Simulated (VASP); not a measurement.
Write the native input for VASP 6.6.1 that does the following.

```yaml
Task: single point
Functional: PBE
Potentials_or_basis: VASP PAW PBE potentials, release 64 (C)
Cutoff: 520 eV
k_mesh: 21 × 21 × 8
Occupations: gaussian, width 0.1 eV
Spin: no spin polarisation
Dipole_correction: no
Further_INCAR_settings: ALGO = Normal; EDIFF = 1e-06; NBANDS = 16
```

The structure of C lies in POSCAR:

```
C
1.0
    2.4323864680      0.0000000000      0.0000000000
   -1.2161932340      2.1065084732      0.0000000000
    0.0000000000      0.0000000000      5.6689001051
C
4
Direct
    0.0000000000      0.0000000000      0.2500000000
    0.0000000000      0.0000000000      0.7500000000
    0.3333333333      0.6666666667      0.2500000000
    0.6666666667      0.3333333333      0.7500000000
```

One way to write it, as run:

INCAR

```
PREC     = Accurate       # precision mode
ENCUT    = 520            # plane-wave cutoff, eV
EDIFF    = 1E-6           # SCF threshold, eV
ISMEAR   = 0              # smearing method
SIGMA    = 0.1            # smearing width, eV
LREAL    = False          # projectors in reciprocal space
LASPH    = True           # aspherical terms in the spheres
NELM     = 60             # most SCF steps
ALGO     = Normal         # electronic algorithm
ISIF     = 2              # what is computed and relaxed
LWAVE    = False          # write WAVECAR
LCHARG   = False          # write CHGCAR
GGA      = PE             # functional
NBANDS   = 16             # bands
```

KPOINTS

```
Automatic mesh
0
Gamma
  21 21 8
```

Potentials or basis: VASP PAW PBE potentials, release 64 (C).

Launch:

```bash
$ cat potpaw_PBE.64/C/POTCAR > POTCAR
$ mpirun -np 1 vasp_std > vasp.out
```

Results of the run:

```
Pressure               : 20.5 GPa
Band gap on the k mesh : zero (bands 8 and 9 overlap by 0.16 eV)
```

Caveat: the cell stands under pressure; this functional lacks dispersion, which binds the layers, so the pressure and a relaxed spacing across them are unreliable.

Run time: 39 s on 1 thread of Intel(R) Xeon(R) 6975P-C (Granite Rapids), on a shared host, peak memory 0.19 GiB.
